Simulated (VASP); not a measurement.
Here is a VASP 6.6.1 calculation.

File INCAR:

```
ALGO = Normal
EDIFF = 1E-6
ENCUT = 520
GGA = PS
ISIF = 2
ISMEAR = 0
LASPH = True
LCHARG = False
LREAL = False
LWAVE = False
NBANDS = 18
NELM = 100
PREC = Accurate
SIGMA = 0.02
```

Contents of KPOINTS:

```
k-points
0
Gamma
  8 8 8
```

Contents of POSCAR:

```
HfO2
1.0
    0.0000000000      2.5488307096      2.5488307096
    2.5488307096      0.0000000000      2.5488307096
    2.5488307096      2.5488307096      0.0000000000
Hf O
1 2
Direct
    0.0000000000      0.0000000000      0.0000000000
    0.7500000000      0.7500000000      0.7500000000
    0.2500000000      0.2500000000      0.2500000000
```

Potentials or basis: VASP PAW PBE potentials, release 64 (Hf_pv, O).

Launch:

```console
$ cat potpaw_PBE.64/Hf_pv/POTCAR potpaw_PBE.64/O/POTCAR > POTCAR
$ mpirun -np 1 vasp_std > vasp.out
```

Problem. Estimate the band gap on the k mesh.

Solution. 3.63 eV, direct.

Problem. Estimate the pressure.

Solution. -11.3 GPa.

Caveat: the PAW data sets were made with another functional, which shifts forces and pressure a little; spin-orbit coupling is left out, which moves the levels of the heavy elements. A k mesh can miss the band edges.
